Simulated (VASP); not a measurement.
KMgF3:

```
K Mg F
1.0
     3.97576    0.00000    0.00000
     0.00000    3.97576    0.00000
     0.00000    0.00000    3.98388
K Mg F
1 1 3
Direct
  0.50000 0.50000 0.50000
  0.00000 0.00000 0.00000
  0.00000 0.50000 0.91203
  0.50000 0.00000 0.08797
  0.00000 0.00000 0.50000
```

* Program: VASP 6.6.1
* Task: relaxation of cell and atoms
* Functional: PBE
* Potentials or basis: VASP PAW PBE potentials, release 64 (K_sv, Mg, F)
* Cutoff: 600 eV
* k mesh: 4 × 4 × 4
* Occupations: gaussian, width 0.1 eV
* Spin: no spin polarisation

At the start: pressure 4.8 GPa; volume 12.59 Å³/atom.

How do energy, volume and symmetry change on relaxing?

Over 6 steps the energy falls by 76.9 meV/atom and the volume is 13.26 Å³/atom (+5.3 %); space group P-4m2 (No. 115, to 0.1 Å) before, Pm-3m (No. 221, to 0.1 Å).

Step by step:
```
step  energy change (eV)  largest force (eV/Å)  pressure (GPa)  volume (Å³)
   1              0.0000                1.0858            4.78        62.97
   2             -0.1531                0.8105            0.33        66.46
   3             -0.1945                0.6274           -2.56        69.49
   4             -0.2717                0.4920           -1.71        68.28
   5             -0.3722                0.1028            1.57        64.74
   6             -0.3843                0.0028           -0.13        66.30
```

Final structure:
```yaml
crystal:
  lattice:
    - [4.04256, 0.00000, 0.00000]
    - [0.00000, 4.04256, 0.00000]
    - [0.00000, 0.00000, 4.05698]
  atoms:
    - { symbol: K, position: [0.50000, 0.50000, 0.50000] }
    - { symbol: Mg, position: [0.00000, 0.00000, 0.00000] }
    - { symbol: F, position: [0.00000, 0.50000, 0.99968] }
    - { symbol: F, position: [0.50000, 0.00000, 0.00032] }
    - { symbol: F, position: [0.00000, 0.00000, 0.50000] }
```
